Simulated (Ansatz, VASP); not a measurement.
## Bi2BrClO4 in VASP and in Ansatz

```
CELL_PARAMETERS angstrom
3.91684 0.00000 0.00000
0.00000 3.91684 0.00000
0.00000 0.00000 9.05158
ATOMIC_POSITIONS crystal
Br 0.00000 0.00000 0.00000
O 0.50000 0.00000 0.84800
O 0.00000 0.50000 0.84800
O 0.50000 0.00000 0.15200
O 0.00000 0.50000 0.15200
Bi 0.50000 0.50000 0.71960
Bi 0.50000 0.50000 0.28040
Cl 0.00000 0.00000 0.50000
```

Alike in both runs: task single point; functional PBE; k mesh 9 × 9 × 4; occupations fermi-dirac, width 0.1144 eV; no spin polarisation.

|  | VASP | Ansatz |
| --- | --- | --- |
| version | VASP 6.6.1 | Ansatz 0.2.0 |
| potentials or method | VASP PAW PBE potentials, release 64 (Br, O, Bi_d, Cl), cutoff 520 eV | PAW plane waves |
| valence electrons in the cell | 68 | 68 |

```tsv
	VASP	Ansatz	Ansatz less VASP
pressure (GPa)	0.7	0.7	-0.02
traceless stress, the component that is largest in VASP (GPa)	0.14	0.16	+0.019
rms of the force components (eV/Å)	0.281	0.299	+0.0183
```

Atom by atom the forces differ by 0.019 eV/Å (rms over components).

Spin-orbit coupling is off throughout.
